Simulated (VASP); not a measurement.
A run of VASP 6.6.1 is set up as follows.

File INCAR:

```
ALGO     = Fast           # electronic algorithm
EDIFF    = 1E-6           # SCF threshold, eV
ENCUT    = 520            # plane-wave cutoff, eV
GGA      = PE             # functional
ISIF     = 2              # what is computed and relaxed
ISMEAR   = 0              # smearing method
LASPH    = T              # aspherical terms in the spheres
LCHARG   = F              # write CHGCAR
LREAL    = F              # projectors in reciprocal space
LWAVE    = F              # write WAVECAR
NBANDS   = 11             # bands
NELM     = 60             # most SCF steps
PREC     = Accurate       # precision mode
SIGMA    = 0.1            # smearing width, eV
```

Contents of KPOINTS:

```
k-points
0
Gamma
  12 12 12
```

Contents of POSCAR:

```
Ba
1.0
    0.0000000000      3.1706325491      3.1706325491
    3.1706325491      0.0000000000      3.1706325491
    3.1706325491      3.1706325491      0.0000000000
Ba
1
Direct
    0.0000000000      0.0000000000      0.0000000000
```

Potentials or basis: VASP PAW PBE potentials, release 64 (Ba_sv).

Command:

```console
$ cat potpaw_PBE.64/Ba_sv/POTCAR > POTCAR
$ mpirun -np 1 vasp_std > vasp.out
```

(1) Predict the pressure.

(2) Predict the band gap on the k mesh.

Results:

(1) 0.1 GPa.

(2) zero (band 5 reaches 1.79 eV, above the bottom of band 6 at 1.48 eV).

Caveat: spin-orbit coupling is left out, which moves the levels of the heavy elements.
